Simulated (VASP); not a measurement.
Here is a VASP 6.6.1 calculation.

The input INCAR:

```
PREC = Accurate
ENCUT = 600
EDIFF = 1E-7
ISMEAR = 0
SIGMA = 0.02
LREAL = False
LASPH = True
NELM = 120
ALGO = Normal
ISIF = 3
LWAVE = False
LCHARG = False
GGA = PE
IBRION = 2
NSW = 100
EDIFFG = -0.002
GGA_COMPAT = False
NELMIN = 4
```

File KPOINTS:

```
regular mesh
0
Gamma
  8 8 8
```

POSCAR

```
BeTe
1.0
    0.0000000000      2.8314587900      2.8314587900
    2.8314587900      0.0000000000      2.8314587900
    2.8314587900      2.8314587900      0.0000000000
Be Te
1 1
Direct
    0.0000000000      0.0000000000      0.0000000000
    0.2500000000      0.2500000000      0.2500000000
```

Potentials or basis: VASP PAW PBE potentials, release 64 (Be, Te).

Run with:

```bash
$ cat potpaw_PBE.64/Be/POTCAR potpaw_PBE.64/Te/POTCAR > POTCAR
$ mpirun -np 1 vasp_std > vasp.out
```

Q: Predict the relaxed cell.

A: a = 4.008 Å, b = 4.008 Å, c = 4.008 Å, α = 60.00°, β = 60.00°, γ = 60.00°.

Q: What does it give for the band gap on the k mesh?

A: 2.02 eV, indirect (least direct gap 3.63 eV).

Q: What does it give for the relaxed volume?

A: 22.76 Å³/atom.

Q: What does it give for the space group after relaxing (to 0.05 Å)?

A: F-43m (No. 216).

Final structure:
```
Be Te
1.0
     0.00000    2.83414    2.83414
     2.83414    0.00000    2.83414
     2.83414    2.83414    0.00000
Be Te
1 1
Direct
  0.00000 0.00000 0.00000
  0.25000 0.25000 0.25000
```

Caveat: spin-orbit coupling is left out, which moves the levels of the heavy elements. A k mesh can miss the band edges.
